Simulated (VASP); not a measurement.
Input of a VASP 6.6.1 run:

The input INCAR:

```
SYSTEM = Mg
ALGO = Normal ; EDIFF = 1E-6
ENCUT = 520 ; GGA = PE
ISIF = 2 ; ISMEAR = -1
IVDW = 13 ; LASPH = .TRUE.
LCHARG = .TRUE. ; LELF = .TRUE.
LREAL = .FALSE. ; LVHAR = .TRUE.
LWAVE = .FALSE. ; NBANDS = 9
NELM = 60 ; PREC = Accurate
SIGMA = 0.05
```

KPOINTS

```
k-points
0
G
  10 10 5
  0 0 0
```

The input POSCAR:

```
Mg
1.0
    3.2515324747      0.0000000000      0.0000000000
   -1.6257662373      2.8159097243      0.0000000000
    0.0000000000      0.0000000000      5.2788644417
Mg
2
Direct
    0.6666666667      0.3333333333      0.7500000000
    0.3333333333      0.6666666667      0.2500000000
```

Potentials or basis: VASP PAW PBE potentials, release 64 (Mg).

The run is started by

```console
$ cat potpaw_PBE.64/Mg/POTCAR > POTCAR
$ mpirun -np 1 vasp_std > vasp.out
```

(1) What does it give for the dispersion energy per atom?

(2) What does it give for the pressure?

(3) Predict the band gap on the k mesh.

Results:

(1) -0.155 eV.

(2) -2.7 GPa.

(3) zero (band 2 reaches 3.05 eV, above the bottom of band 3 at 1.13 eV).

Caveat: pairwise dispersion overbinds metals, which lowers pressure and volume.
